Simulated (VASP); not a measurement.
# ScSi4O (Cmmm) in VASP: relaxation of cell and atoms with PBE

Aim: the relaxation of cell and atoms of ScSi4O with PBE.

Everything below comes from runs of VASP 6.6.1. Logs are shortened: lines on timing, memory, paths and dates and some standing lists are left out, and cuts for length are marked.

### 1 The cell of the first run

Symmetry: Cmmm, No. 65, orthorhombic system. The conventional cell has a = 5.002 Å, b = 10.692 Å, c = 3.423 Å, α = 90.00°, β = 90.00°, γ = 90.00°. Within 3.7 Å of Sc (site symmetry mmm) lie 12 Si at 2.82 to 3.41 Å and 4 O at 3.03 Å and 2 Sc at 3.42 Å. Within 2.9 Å of Si (site symmetry m2m) lie 2 O at 2.15 Å and 5 Si at 2.52 to 2.61 Å and 2 Sc at 2.82 Å. Within 3.5 Å of Si (site symmetry 2/m) lie 8 Si at 2.50 to 3.42 Å and 2 O at 2.95 Å and 4 Sc at 3.41 Å. Within 2.8 Å of O (site symmetry mmm) lie 4 Si at 2.15 Å.

The cell was generated, and may not be a known phase.

### 2 Relaxation of cell and atoms, PBE

Contents of INCAR:

```
ALGO     = Normal         # electronic algorithm
EDIFF    = 1E-7           # SCF threshold, eV
EDIFFG   = -0.01          # ionic threshold
ENCUT    = 600            # plane-wave cutoff, eV
GGA      = PE             # functional
IBRION   = 2              # ionic algorithm
ISIF     = 3              # what is computed and relaxed
ISMEAR   = 0              # smearing method
LASPH    = True           # aspherical terms in the spheres
LCHARG   = False          # write CHGCAR
LREAL    = False          # projectors in reciprocal space
LWAVE    = False          # write WAVECAR
NELM     = 60             # most SCF steps
NSW      = 100            # ionic steps
PREC     = Accurate       # precision mode
SIGMA    = 0.1            # smearing width, eV
```

Contents of KPOINTS:

```
k-points
0
Gamma
  8 8 12
```

Contents of POSCAR:

```
ScSi4O
1.0
    2.5008870141     -5.3460897749      0.0000000000
    2.5008870141      5.3460897749      0.0000000000
    0.0000000000      0.0000000000      3.4228010712
Sc Si O
1 4 1
Direct
    0.0000000000      0.0000000000      0.0000000000
    0.6218347896      0.3781652104      0.0000000000
    0.3781652104      0.6218347896      0.0000000000
    0.5000000000      0.0000000000      0.5000000000
    0.0000000000      0.5000000000      0.5000000000
    0.5000000000      0.5000000000      0.5000000000
```

Potentials or basis: VASP PAW PBE potentials, release 64 (Sc_sv, Si, O).

Run with:

```sh
> cat potpaw_PBE.64/Sc_sv/POTCAR potpaw_PBE.64/Si/POTCAR potpaw_PBE.64/O/POTCAR > POTCAR
> mpirun -np 1 vasp_std > vasp.out
```

OUTCAR:

```text
EDIFF = 1E-7
   EDIFFG = -0.01
   ENCUT = 600
   GGA = PE
   IBRION = 2
   ISIF = 3
   ISMEAR = 0
   LASPH = True
   LREAL = False
   NELM = 60
   NSW = 100
   PREC = Accurate

 ion  position               nearest neighbor table
   1  0.000  0.000  0.000-   2 2.82   3 2.82   2 2.82   3 2.82
   2  0.622  0.378  0.000-   6 2.15   6 2.15   4 2.52   4 2.52   5 2.52   5 2.52   3 2.61   1 2.82
                             1 2.82
   3  0.378  0.622  0.000-   6 2.15   6 2.15   4 2.52   4 2.52   5 2.52   5 2.52   2 2.61   1 2.82
                             1 2.82
   4  0.500  0.000  0.500-   5 2.50   5 2.50   2 2.52   2 2.52   3 2.52   3 2.52
   5  0.000  0.500  0.500-   4 2.50   4 2.50   2 2.52   2 2.52   3 2.52   3 2.52
   6  0.500  0.500  0.500-   2 2.15   3 2.15   2 2.15   3 2.15

  LATTYP: Found a base centered orthorhombic cell.
 ALAT       =     5.0017740282
 B/A-ratio  =     2.1376774499
 C/A-ratio  =     0.6843174146

  Lattice vectors:

 A1 = (   2.5008870141,  -5.3460897749,   0.0000000000)
 A2 = (   2.5008870141,   5.3460897749,   0.0000000000)
 A3 = (   0.0000000000,   0.0000000000,   3.4228010712)

Analysis of symmetry for initial positions (statically):
=====================================================================
 Subroutine PRICEL returns:
 Original cell was already a primitive cell.

 Routine SETGRP: Setting up the symmetry group for a
 base centered orthorhombic supercell.

 Subroutine GETGRP returns: Found  8 space group operations
 (whereof  8 operations were pure point group operations)
 out of a pool of  8 trial point group operations.

The static configuration has the point symmetry D_2h.

Analysis of symmetry for dynamics (positions and initial velocities):
=====================================================================
 Subroutine PRICEL returns:
 Original cell was already a primitive cell.

 Routine SETGRP: Setting up the symmetry group for a
 base centered orthorhombic supercell.

 Subroutine GETGRP returns: Found  8 space group operations
 (whereof  8 operations were pure point group operations)
 out of a pool of  8 trial point group operations.

The dynamic configuration has the point symmetry D_2h.

 Subroutine INISYM returns: Found  8 space group operations
 (whereof  8 operations are pure point group operations),
 and found     1 'primitive' translations

----------------------------------------------------------------------------------------

                                     Primitive cell

  volume of cell :      91.5255

  direct lattice vectors                    reciprocal lattice vectors
     2.500887014 -5.346089775  0.000000000     0.199929064 -0.093526301  0.000000000
     2.500887014  5.346089775  0.000000000     0.199929064  0.093526301  0.000000000
     0.000000000  0.000000000  3.422801071     0.000000000  0.000000000  0.292158375

  length of vectors
     5.902127730  5.902127730  3.422801071     0.220723355  0.220723355  0.292158375

  position of ions in fractional coordinates (direct lattice)
     0.000000000  0.000000000  0.000000000
     0.621834790  0.378165210  0.000000000
     0.378165210  0.621834790  0.000000000
     0.500000000  1.000000000  0.500000000
     1.000000000  0.500000000  0.500000000
     0.500000000  0.500000000  0.500000000

  ion indices of the primitive-cell ions
   primitive index   ion index
                 1           1
                 2           2
                 3           3
                 4           4
                 5           5
                 6           6

----------------------------------------------------------------------------------------

 KPOINTS: k-points

Automatic generation of k-mesh.
 Grid dimensions read from file:
 generate k-points for:    8    8   12

 Generating k-lattice:

  Cartesian coordinates                     Fractional coordinates (reciprocal lattice)
     0.024991133 -0.011690788  0.000000000     0.125000000 -0.000000000  0.000000000
     0.024991133  0.011690788  0.000000000    -0.000000000  0.125000000  0.000000000
     0.000000000  0.000000000  0.024346531     0.000000000  0.000000000  0.083333333

  Length of vectors
     0.027590419  0.027590419  0.024346531

  Shift w.r.t. Gamma in fractional coordinates (k-lattice)
     0.000000000  0.000000000  0.000000000

 Subroutine IBZKPT returns following result:
 ===========================================

 Found    147 irreducible k-points:

 Following reciprocal coordinates:
            Coordinates               Weight
  0.000000  0.000000  0.000000      1.000000
  0.125000  0.000000  0.000000      4.000000
  0.250000  0.000000  0.000000      4.000000
  0.375000  0.000000  0.000000      4.000000
  0.500000  0.000000  0.000000      2.000000
  0.125000  0.125000  0.000000      2.000000
[... 16 lines left out ...]
  0.125000  0.000000  0.083333      8.000000
  0.250000  0.000000  0.083333      8.000000
 [... further k-points ...]
   k-points           NKPTS =    147   k-points in BZ     NKDIM =    147   number of bands    NBANDS=     20
   number of dos      NEDOS =    301   number of ions     NIONS =      6
   total plane-waves  NPLWV =  64512
   dimension x,y,z NGX =    48 NGY =   48 NGZ =   28
   dimension x,y,z NGXF=    96 NGYF=   96 NGZF=   56
   ions per type =               1   4   1
   NGX,Y,Z   is equivalent  to a cutoff of  13.52, 13.52, 13.60 a.u.
   NGXF,Y,Z  is equivalent  to a cutoff of  27.04, 27.04, 27.20 a.u.
 SYSTEM =  unknown system
   PREC   = accura    normal or accurate (medium, high low for compatibility)
   ISTART =      0    job   : 0-new  1-cont  2-samecut
   ICHARG =      2    charge: 1-file 2-atom 10-const
   ISPIN  =      1    spin polarized calculation?
   LNONCOLLINEAR =      F non collinear calculations
   LSORBIT =      F    spin-orbit coupling
   LASPH  =      T    aspherical Exc in radial PAW
   ENCUT  =  600.0 eV  44.10 Ry    6.64 a.u.  11.79 11.79  6.84*2*pi/ulx,y,z
   NELM   =     60;   NELMIN=  2; NELMDL= -5     # of ELM steps
   EDIFF  = 0.1E-06   stopping-criterion for ELM
   LREAL  =      F    real-space projection
   EDIFFG = -.1E-01   stopping-criterion for IOM
   NSW    =    100    number of steps for IOM
   IBRION =      2    ionic relax: 0-MD 1-quasi-New 2-CG
   NFREE  =      1    steps in history (QN), initial steepest desc. (CG)
   ISIF   =      3    stress and relaxation
   ISYM   =      2    0-nonsym 1-usesym 2-fastsym
   POTIM  = 0.5000    time-step for ionic-motion
   TEBEG  =    0.0;   TEEND  =   0.0 temperature during run
   PSTRESS=    0.0 pullay stress
   NELECT =      33.0000    total number of electrons
   NUPDOWN=      -1.0000    fix difference up-down
   EMIN   =  10.00;   EMAX   =-10.00  energy-range for DOS
   EFERMI =   0.00;   METHOD = LEGACY
   ISMEAR =     0;   SIGMA  =   0.10  broadening in eV -4-tet -1-fermi 0-gaus
   EFERMI_NEDOS =   21; number of points for ismear=-14 and -15
   IALGO  =     38    algorithm
   IMIX   =      4    mixing-type and parameters
     AMIX     =   0.40;   BMIX     =  1.00
     AMIX_MAG =   1.60;   BMIX_MAG =  1.00
  volume/ion in A,a.u.               =      15.25       102.94
  Fermi-wavevector in a.u.,A,eV,Ry     =   1.165196  2.201900 18.472367  1.357681
  Thomas-Fermi vector in A             =   2.301724
   LORBIT       =      0    0 simple, 1 ext, 2 COOP (PROOUT), +10 PAW based schemes
   GGA     = PE    functional components
   LHFCALC =     F    Hartree Fock is set to
   AEXX    =    0.0000 exact exchange contribution
   IVDW    =     0    specifies the selected vdW correction
   LEPSILON=     F    determine dielectric tensor
   LRPA    =     F    only Hartree local field effects (RPA)
 conjugate gradient relaxation of ions
 non-spin polarized calculation
 Gauss-broadening in eV      SIGMA  =   0.10
  energy-cutoff  :      600.00
  volume of cell :       91.53
 maximum number of plane-waves:      3078
   NGX = 23   NGY = 23   NGZ = 13

--------------------------------------- Ionic step        1  -------------------------------------------

 number of electron      32.9999998 magnetization

 Free energy of the ion-electron system (eV)
  ---------------------------------------------------
  ext. energy  EPLUGINS =         0.00000000
  ---------------------------------------------------
  free energy    TOTEN  =       -33.01791313 eV

  energy without entropy =      -33.00072606  energy(sigma->0) =      -33.00931959

------------------------ aborting loop because EDIFF is reached ----------------------------------------

  FORCE on cell =-STRESS in cart. coord.  units (eV):
  Direction    XX          YY          ZZ          XY          YZ          ZX
  --------------------------------------------------------------------------------------
  -------------------------------------------------------------------------------------
  Total        0.7483847     -0.0417500     -0.2979271      0.0000000      0.0000000      0.0000000
  in kB       13.1006698     -0.7308453     -5.2152921      0.0000000      0.0000000      0.0000000
  external PRESSURE =       2.3848441 kB  Pullay stress =       0.0000000 kB
[... 185 lines left out ...]
  energy  without entropy=      -33.0052944667  energy(sigma->0) =      -33.01440370

--------------------------------------- Ionic step        6  -------------------------------------------

 number of electron      32.9999997 magnetization

 Free energy of the ion-electron system (eV)
  ---------------------------------------------------
  ext. energy  EPLUGINS =         0.00000000
  ---------------------------------------------------
  free energy    TOTEN  =       -33.02362837 eV

  energy without entropy =      -33.00540051  energy(sigma->0) =      -33.01451444

 E-fermi :   7.7860     XC(G=0): -10.7082

 val. band max:        7.7841844715   @ k =   0.3750   0.1250   0.2500
 cond. band min:       7.7872929384   @ k =  -0.3750   0.2500   0.3333
 fundamental gap:      0.0031084669
 Fermi energy:         7.7859693801

 k-point     1 :       0.0000    0.0000    0.0000
  band No.  band energies     occupation
      1     -42.3444      2.00000
      2     -21.0334      2.00000
      3     -20.9262      2.00000
      4     -20.9144      2.00000
      5     -12.0469      2.00000
      6      -4.4311      2.00000
[... 12 lines left out ...]
     19       8.9303      0.00000
[... 513 lines left out ...]
      4     -20.9235      2.00000
      5     -11.9970      2.00000
      6      -4.1499      2.00000
[... 12 lines left out ...]
     19       9.1818      0.00000
     20       9.4047      0.00000

 [... further k-points ...]

------------------------ aborting loop because EDIFF is reached ----------------------------------------

  FORCE on cell =-STRESS in cart. coord.  units (eV):
  Direction    XX          YY          ZZ          XY          YZ          ZX
  --------------------------------------------------------------------------------------
  -------------------------------------------------------------------------------------
  Total        0.0231540     -0.0289534      0.0345875      0.0000000      0.0000000      0.0000000
  in kB        0.4045302     -0.5058519      0.6042879      0.0000000      0.0000000      0.0000000
  external PRESSURE =       0.1676554 kB  Pullay stress =       0.0000000 kB
[... 21 lines left out ...]
  FREE ENERGIE OF THE ION-ELECTRON SYSTEM (eV)
  ---------------------------------------------------
  free  energy   TOTEN  =       -33.0236283724 eV

  energy  without entropy=      -33.0054005134  energy(sigma->0) =      -33.01451444

 reached required accuracy - stopping structural energy minimisation
```

Run time: 26 min. Hardware: 1 thread of Intel Xeon 8259CL, shared host; peak memory 0.51 GiB.

Results:

| Item | Value |
| --- | --- |
| Free energy | -33.0236 eV |
| Relaxed volume | 15.28 Å³/atom |
| Relaxed cell | a = 5.896 Å, b = 5.896 Å, c = 3.401 Å, α = 90.00°, β = 90.00°, γ = 129.14° |
| Space group after relaxing (to 0.1 Å) | Cmmm (No. 65) |
| Energy gained by relaxing | 1.0 meV/atom |
| Ionic steps | 6 |
| Pressure after relaxing | 0.0 GPa |
| Largest force after relaxing | 0.010 eV/Å |
| Band gap on the k mesh | zero (an odd number of electrons rules out a gap without spin polarisation) |

Forces on the atoms (eV/Å):
```
Sc   0.000  0.000  0.000
Si   0.000 -0.010  0.000
Si   0.000  0.010  0.000
Si   0.000  0.000  0.000
Si   0.000  0.000  0.000
O    0.000  0.000  0.000
```

Stress tensor (GPa, compression positive):
```
 0.04  0.00  0.00
 0.00 -0.05  0.00
 0.00  0.00  0.06
```

The path:
| step | energy change (eV) | largest force (eV/Å) | pressure (GPa) | volume (Å³) |
| --- | --- | --- | --- | --- |
| 1 | 0.0000 | 0.0546 | 0.24 | 91.53 |
| 2 | -0.0040 | 0.0260 | -0.10 | 91.82 |
| 3 | -0.0050 | 0.0045 | -0.38 | 92.09 |
| 4 | -0.0056 | 0.0268 | 0.13 | 91.61 |
| 5 | -0.0056 | 0.0218 | 0.02 | 91.72 |
| 6 | -0.0057 | 0.0098 | 0.02 | 91.70 |

Final structure:
```xyz
6
Lattice="2.5316 -5.3248 0.0000 2.5316 5.3248 0.0000 0.0000 0.0000 3.4014" Properties=species:S:1:pos:R:3 pbc="T T T"
Sc    2.5316   -5.3248    0.0000
Si    2.5316   -1.2932    3.4014
Si    2.5316    1.2932    0.0000
Si    1.2658   -2.6624    1.7007
Si    3.7974   -2.6624    1.7007
O     2.5316    0.0000    1.7007
```

Levels at points of the mesh, in eV from the Fermi level:
```csv
k point,band 14,band 15,band 16,band 17,band 18,band 19,band 20
"(0.00, 0.00, 0.00)",-1.45,-0.93,-0.74,0.84,0.96,1.14,1.61
"(0.50, 0.00, 0.00)",-1.05,-0.45,-0.20,-0.01,0.32,1.27,1.41
"(0.50, 0.50, 0.00)",-2.70,-1.68,-0.34,0.02,1.60,2.25,2.29
"(0.00, 0.00, 0.50)",-3.84,-1.42,-1.40,0.38,0.49,1.06,1.68
"(0.50, 0.00, 0.50)",-2.61,-1.29,-0.49,-0.32,0.58,1.48,1.82
"(0.50, 0.50, 0.50)",-2.93,-2.84,-1.28,-0.67,0.46,0.64,0.91
```

Caveat: an odd number of electrons without spin polarisation forces a metal; a magnetic or distorted state may lie lower.
